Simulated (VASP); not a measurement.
Input of a VASP 6.6.1 run:

The input INCAR:

```
ALGO     = Normal         # electronic algorithm
EDIFF    = 1E-6           # SCF threshold, eV
ENCUT    = 500            # plane-wave cutoff, eV
GGA      = PS             # functional
GGA_COMPAT= F            
ISIF     = 2              # what is computed and relaxed
ISMEAR   = 0              # smearing method
LASPH    = T              # aspherical terms in the spheres
LCHARG   = F              # write CHGCAR
LREAL    = F              # projectors in reciprocal space
LWAVE    = F              # write WAVECAR
NBANDS   = 19             # bands
NELM     = 120            # most SCF steps
PREC     = Accurate       # precision mode
SIGMA    = 0.1            # smearing width, eV
```

File KPOINTS:

```
k-points
0
Gamma
  6 6 4
```

File POSCAR:

```
Cd
1.0
    2.9437531082      0.0000000000      0.0000000000
   -1.4718765541      2.5493649742      0.0000000000
    0.0000000000      0.0000000000      5.6126118013
Cd
2
Direct
    0.3333333333      0.6666666667      0.2500000000
    0.6666666667      0.3333333333      0.7500000000
```

Potentials or basis: VASP PAW PBE potentials, release 64 (Cd).

Run with:

```bash
$ cat potpaw_PBE.64/Cd/POTCAR > POTCAR
$ mpirun -np 1 vasp_std > vasp.out
```

**Question.** Predict the band gap on the k mesh.

**Answer.** Zero (bands 12 and 13 overlap by 4.21 eV).

**Question.** What does it give for the pressure?

**Answer.** 1.5 GPa.

Stress tensor (GPa, compression positive):
```
1.87 0.00 0.00
0.00 1.87 0.00
0.00 0.00 0.62
```

Caveat: the k points lie up to 0.41 Å⁻¹ apart, too coarse for converged energies and pressures of a metal; the PAW data sets were made with another functional, which shifts forces and pressure a little.
